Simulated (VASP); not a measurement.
# CsI6Br (R-3) in VASP: notebook

Aim: see how the results for CsI6Br move with the level of theory and the settings. Levels: PBE, PBE+D4. Tasks: single point.

Program: VASP 6.6.1. These are calculated values, not measurements. Logs are shortened: lines on timing, memory, paths and dates and some standing lists are left out, and cuts for length are marked.

## Step 1: The cell of the first run

The structure is trigonal, space group R-3 (No. 148). Conventional cell: a = 10.483 Å, b = 10.483 Å, c = 10.703 Å, α = 90.00°, β = 90.00°, γ = 120.00°. I (site symmetry 1) has 1 Br at 2.49 Å within 3.3 Å. Within 5.5 Å of Cs (site symmetry -3) lie 12 I at 4.16 to 4.39 Å and 2 Br at 5.35 Å. Br (site symmetry -3) has 6 I at 2.49 Å within 3.3 Å.

## Step 2: Single point, PBE

INCAR

```
ALGO = Normal ; EDIFF = 1E-7
ENCUT = 520 ; GGA = PE
ISIF = 2 ; ISMEAR = 1
LASPH = T ; LCHARG = T
LELF = T ; LREAL = F
LVHAR = T ; LWAVE = F
NBANDS = 39 ; NELM = 80
PREC = Accurate ; SIGMA = 0.0982
```

KPOINTS

```
k-points
0
Gamma
  3 3 3
```

POSCAR

```
CsI6Br
1.0
    7.0257750000      0.0000000000      0.0000000000
   -0.7954570000      6.9805990000      0.0000000000
   -0.7954570000     -0.8912530000      6.9234730000
I Cs Br
6 1 1
Direct
    0.0778000000      0.8089000000      0.7042000000
    0.7042000000      0.0778000000      0.8089000000
    0.8089000000      0.7042000000      0.0778000000
    0.9222000000      0.1911000000      0.2958000000
    0.2958000000      0.9222000000      0.1911000000
    0.1911000000      0.2958000000      0.9222000000
    0.5000000000      0.5000000000      0.5000000000
    0.0000000000      0.0000000000      0.0000000000
```

Potentials or basis: VASP PAW PBE potentials, release 64 (I, Cs_sv, Br).

On the command line:

```console
$ cat potpaw_PBE.64/I/POTCAR potpaw_PBE.64/Cs_sv/POTCAR potpaw_PBE.64/Br/POTCAR > POTCAR
$ mpirun -np 1 vasp_std > vasp.out
```

OUTCAR:

```text
EDIFF = 1E-7
   ENCUT = 520
   GGA = PE
   ISIF = 2
   ISMEAR = 1
   LASPH = T
   LREAL = F
   NELM = 80
   PREC = Accurate

 ion  position               nearest neighbor table
   1  0.078  0.809  0.704-   8 2.49   2 3.50   3 3.50   6 3.55   5 3.55
   2  0.704  0.078  0.809-   8 2.49   1 3.50   3 3.50   6 3.55   4 3.55
   3  0.809  0.704  0.078-   8 2.49   2 3.50   1 3.50   4 3.55   5 3.55
   4  0.922  0.191  0.296-   8 2.49   5 3.50   6 3.50   3 3.55   2 3.55
   5  0.296  0.922  0.191-   8 2.49   4 3.50   6 3.50   3 3.55   1 3.55
   6  0.191  0.296  0.922-   8 2.49   5 3.50   4 3.50   1 3.55   2 3.55
   7  0.500  0.500  0.500-
   8  0.000  0.000  0.000-   1 2.49   4 2.49   3 2.49   6 2.49   5 2.49   2 2.49

  LATTYP: Found a trigonal (rhomboedric) cell.
 ALAT       =     7.0257784003
 COS(alpha) =    -0.1132197679

  Lattice vectors:

 A1 = (   7.0257750000,   0.0000000000,   0.0000000000)
 A2 = (  -0.7954570000,   6.9805990000,   0.0000000000)
 A3 = (  -0.7954570000,  -0.8912530000,   6.9234730000)

Analysis of symmetry for initial positions (statically):
=====================================================================
 Subroutine PRICEL returns:
 Original cell was already a primitive cell.

 Routine SETGRP: Setting up the symmetry group for a
 trigonal (rhombohedral) supercell.

 Subroutine GETGRP returns: Found  6 space group operations
 (whereof  6 operations were pure point group operations)
 out of a pool of 12 trial point group operations.

The static configuration has the point symmetry S_6 .

Analysis of symmetry for dynamics (positions and initial velocities):
=====================================================================
 Subroutine PRICEL returns:
 Original cell was already a primitive cell.

 Routine SETGRP: Setting up the symmetry group for a
 trigonal (rhombohedral) supercell.

 Subroutine GETGRP returns: Found  6 space group operations
 (whereof  6 operations were pure point group operations)
 out of a pool of 12 trial point group operations.

The dynamic configuration has the point symmetry S_6 .

 Subroutine INISYM returns: Found  6 space group operations
 (whereof  6 operations are pure point group operations),
 and found     1 'primitive' translations

----------------------------------------------------------------------------------------

                                     Primitive cell

  volume of cell :     339.5556

  direct lattice vectors                    reciprocal lattice vectors
     7.025775000  0.000000000  0.000000000     0.142333052  0.016219213  0.018440925
    -0.795457000  6.980599000  0.000000000     0.000000000  0.143254182  0.018440993
    -0.795457000 -0.891253000  6.923473000     0.000000000  0.000000000  0.144436181

  length of vectors
     7.025775000  7.025774992  7.025778400     0.144436243  0.144436252  0.144436181

  position of ions in fractional coordinates (direct lattice)
     0.077800000  0.808900000  0.704200000
     0.704200000  0.077800000  0.808900000
     0.808900000  0.704200000  0.077800000
     0.922200000  0.191100000  0.295800000
     0.295800000  0.922200000  0.191100000
     0.191100000  0.295800000  0.922200000
     0.500000000  0.500000000  0.500000000
     0.000000000  0.000000000  0.000000000

  ion indices of the primitive-cell ions
   primitive index   ion index
                 1           1
                 2           2
                 3           3
                 4           4
                 5           5
                 6           6
                 7           7
                 8           8

----------------------------------------------------------------------------------------

 KPOINTS: k-points

Automatic generation of k-mesh.
 Grid dimensions read from file:
 generate k-points for:    3    3    3

 Generating k-lattice:

  Cartesian coordinates                     Fractional coordinates (reciprocal lattice)
     0.047444351  0.005406404  0.006146975     0.333333333 -0.000000000  0.000000000
     0.000000000  0.047751394  0.006146998     0.000000000  0.333333333  0.000000000
     0.000000000  0.000000000  0.048145394     0.000000000  0.000000000  0.333333333

  Length of vectors
     0.048145414  0.048145417  0.048145394

  Shift w.r.t. Gamma in fractional coordinates (k-lattice)
     0.000000000  0.000000000  0.000000000

 Subroutine IBZKPT returns following result:
 ===========================================

 Found      6 irreducible k-points:

 Following reciprocal coordinates:
            Coordinates               Weight
  0.000000  0.000000  0.000000      1.000000
  0.333333  0.000000  0.000000      6.000000
  0.333333  0.333333 -0.000000      6.000000
 -0.333333  0.333333  0.000000      6.000000
  0.333333  0.333333  0.333333      2.000000
 -0.333333  0.333333  0.333333      6.000000
   k-points           NKPTS =      6   k-points in BZ     NKDIM =      6   number of bands    NBANDS=     39
   number of dos      NEDOS =    301   number of ions     NIONS =      8
   total plane-waves  NPLWV = 157464
   dimension x,y,z NGX =    54 NGY =   54 NGZ =   54
   dimension x,y,z NGXF=   108 NGYF=  108 NGZF=  108
   ions per type =               6   1   1
   NGX,Y,Z   is equivalent  to a cutoff of  12.78, 12.78, 12.78 a.u.
   NGXF,Y,Z  is equivalent  to a cutoff of  25.56, 25.56, 25.56 a.u.
 SYSTEM =  unknown system
   PREC   = accura    normal or accurate (medium, high low for compatibility)
   ISTART =      0    job   : 0-new  1-cont  2-samecut
   ICHARG =      2    charge: 1-file 2-atom 10-const
   ISPIN  =      1    spin polarized calculation?
   LNONCOLLINEAR =      F non collinear calculations
   LSORBIT =      F    spin-orbit coupling
   LASPH  =      T    aspherical Exc in radial PAW
   ENCUT  =  520.0 eV  38.22 Ry    6.18 a.u.  13.06 13.06 13.06*2*pi/ulx,y,z
   NELM   =     80;   NELMIN=  2; NELMDL= -5     # of ELM steps
   EDIFF  = 0.1E-06   stopping-criterion for ELM
   LREAL  =      F    real-space projection
   EDIFFG = 0.1E-05   stopping-criterion for IOM
   NSW    =      0    number of steps for IOM
   IBRION =     -1    ionic relax: 0-MD 1-quasi-New 2-CG
   NFREE  =      0    steps in history (QN), initial steepest desc. (CG)
   ISIF   =      2    stress and relaxation
   ISYM   =      2    0-nonsym 1-usesym 2-fastsym
   POTIM  = 0.5000    time-step for ionic-motion
   TEBEG  =    0.0;   TEEND  =   0.0 temperature during run
   PSTRESS=    0.0 pullay stress
   NELECT =      58.0000    total number of electrons
   NUPDOWN=      -1.0000    fix difference up-down
   EMIN   =  10.00;   EMAX   =-10.00  energy-range for DOS
   EFERMI =   0.00;   METHOD = LEGACY
   ISMEAR =     1;   SIGMA  =   0.10  broadening in eV -4-tet -1-fermi 0-gaus
   EFERMI_NEDOS =   21; number of points for ismear=-14 and -15
   IALGO  =     38    algorithm
   IMIX   =      4    mixing-type and parameters
     AMIX     =   0.40;   BMIX     =  1.00
     AMIX_MAG =   1.60;   BMIX_MAG =  1.00
  volume/ion in A,a.u.               =      42.44       286.43
  Fermi-wavevector in a.u.,A,eV,Ry     =   0.908337  1.716509 11.225851  0.825077
  Thomas-Fermi vector in A             =   2.032252
   LORBIT       =      0    0 simple, 1 ext, 2 COOP (PROOUT), +10 PAW based schemes
   GGA     = PE    functional components
   LHFCALC =     F    Hartree Fock is set to
   AEXX    =    0.0000 exact exchange contribution
   IVDW    =     0    specifies the selected vdW correction
   LEPSILON=     F    determine dielectric tensor
   LRPA    =     F    only Hartree local field effects (RPA)
 non-spin polarized calculation
 Methfessel and Paxton  Order N= 1 SIGMA  =   0.10
  energy-cutoff  :      520.00
  volume of cell :      339.56
 maximum number of plane-waves:      9169
 NGX is ok and might be reduce to    54
   NGX = 27   NGY = 27   NGZ = 27

 number of electron      58.0000003 magnetization

 Free energy of the ion-electron system (eV)
  ---------------------------------------------------
  ext. energy  EPLUGINS =         0.00000000
  ---------------------------------------------------
  free energy    TOTEN  =        -8.51364976 eV

  energy without entropy =       -8.52457460  energy(sigma->0) =       -8.51729137

 E-fermi :   2.3808     XC(G=0):  -7.7894

 val. band max:        2.3766989958   @ k =   0.0000   0.0000   0.0000
 cond. band min:       3.8309298997   @ k =   0.3333   0.3333   0.3333
 fundamental gap:      1.4542309039
 Fermi energy:         2.3807908285

 k-point     1 :       0.0000    0.0000    0.0000
  band No.  band energies     occupation
      1     -18.9384      2.00000
      2     -17.4151      2.00000
      3     -10.5373      2.00000
      4     -10.4627      2.00000
      5     -10.4627      2.00000
      6      -9.3205      2.00000
[... 31 lines left out ...]
     38       8.3060      0.00000
     39       8.3060      0.00000

 k-point     2 :       0.3333    0.0000    0.0000
  band No.  band energies     occupation
      1     -18.9383      2.00000
      2     -17.4138      2.00000
      3     -10.5864      2.00000
      4     -10.4906      2.00000
      5     -10.4416      2.00000
      6      -9.3485      2.00000
[... 31 lines left out ...]
     38       8.2430      0.00000
     39       8.3112      0.00000

 k-point     3 :       0.3333    0.3333   -0.0000
  band No.  band energies     occupation
      1     -18.9382      2.00000
      2     -17.4125      2.00000
      3     -10.6012      2.00000
      4     -10.5272      2.00000
      5     -10.4432      2.00000
      6      -9.3600      2.00000
[... 31 lines left out ...]
     38       8.0705      0.00000
     39       8.4124      0.00000

 k-point     4 :      -0.3333    0.3333    0.0000
  band No.  band energies     occupation
      1     -18.9383      2.00000
      2     -17.4125      2.00000
      3     -10.5969      2.00000
      4     -10.5279      2.00000
      5     -10.4395      2.00000
      6      -9.3709      2.00000
[... 31 lines left out ...]
     38       8.1289      0.00000
     39       8.5310      0.00000

 k-point     5 :       0.3333    0.3333    0.3333
  band No.  band energies     occupation
      1     -18.9382      2.00000
      2     -17.4113      2.00000
      3     -10.6161      2.00000
      4     -10.4990      2.00000
      5     -10.4990      2.00000
      6      -9.3538      2.00000
[... 31 lines left out ...]
     38       8.1143      0.00000
     39       8.3008      0.00000

 k-point     6 :      -0.3333    0.3333    0.3333
  band No.  band energies     occupation
      1     -18.9382      2.00000
      2     -17.4113      2.00000
      3     -10.6087      2.00000
      4     -10.4986      2.00000
      5     -10.4912      2.00000
      6      -9.3709      2.00000
[... 31 lines left out ...]
     38       7.9973      0.00000
     39       8.1849      0.00000

------------------------ aborting loop because EDIFF is reached ----------------------------------------

  FORCE on cell =-STRESS in cart. coord.  units (eV):
  Direction    XX          YY          ZZ          XY          YZ          ZX
  --------------------------------------------------------------------------------------
  -------------------------------------------------------------------------------------
  Total       19.5271071     19.4088477     19.2386773     -0.5188993     -0.6610372     -0.5899790
  in kB       92.1377407     91.5797396     90.7767983     -2.4484019     -3.1190731     -2.7837881
  external PRESSURE =      91.4980929 kB  Pullay stress =       0.0000000 kB

 VOLUME and BASIS-vectors are now :
 -----------------------------------------------------------------------------
  energy-cutoff  :      520.00
  volume of cell :      339.56
      direct lattice vectors                 reciprocal lattice vectors
     7.025775000  0.000000000  0.000000000     0.142333052  0.016219213  0.018440925
    -0.795457000  6.980599000  0.000000000     0.000000000  0.143254182  0.018440993
    -0.795457000 -0.891253000  6.923473000     0.000000000  0.000000000  0.144436181

 POSITION                                       TOTAL-FORCE (eV/Angst)
 -----------------------------------------------------------------------------------
     -0.65700      5.01899      4.87551         1.508050     -1.637188     -3.182075
      4.24222     -0.17784      5.60040        -3.098795      1.164695     -2.030064
      5.06110      4.84640      0.53865        -1.797404     -3.323669      0.895974
      6.09186      1.07036      2.04796        -1.508050      1.637188      3.182075
      1.19264      6.26719      1.32308         3.098795     -1.164695      2.030064
      0.37376      1.24295      6.38483         1.797404      3.323669     -0.895974
      2.71743      3.04467      3.46174        -0.000000      0.000000      0.000000
      0.00000      0.00000      0.00000        -0.000000      0.000000      0.000000
 -----------------------------------------------------------------------------------
    total drift:                               -0.000000     -0.000000     -0.000000

  FREE ENERGIE OF THE ION-ELECTRON SYSTEM (eV)
  ---------------------------------------------------
  free  energy   TOTEN  =        -8.5136497553 eV

  energy  without entropy=       -8.5245746009  energy(sigma->0) =       -8.51729137
```

Wall time 2.2 min (1 thread of Intel Xeon 6975P-C, shared host); peak memory 0.44 GiB.

What came out:

```yaml
Free_energy: -8.5136 eV
Pressure: 9.1 GPa
Largest_force: 3.883 eV/Å
Band_gap_on_the_k_mesh: 1.45 eV, indirect (least direct gap 1.54 eV)
```

Forces in eV/Å, atoms in the order of the input:
```
I    1.508 -1.637 -3.182
I   -3.099  1.165 -2.030
I   -1.797 -3.324  0.896
I   -1.508  1.637  3.182
I    3.099 -1.165  2.030
I    1.797  3.324 -0.896
Cs   0.000  0.000  0.000
Br   0.000  0.000  0.000
```

Levels at points of the mesh, in eV from the valence-band top:
```
           k point  band 25  band 26  band 27  band 28  band 29  band 30  band 31  band 32  band 33  band 34
(0.00, 0.00, 0.00)    -0.71    -0.71    -0.59    -0.59     0.00     1.77     1.77     1.91     4.26     4.84
```

Caveat: spin-orbit coupling is left out, which moves the levels of the heavy elements; forces of over 1 eV/Å act on the atoms, so gaps and moduli don't describe the material at rest. As with any semilocal functional, this PBE gap is likely too small.

[end of part 1 of 2]
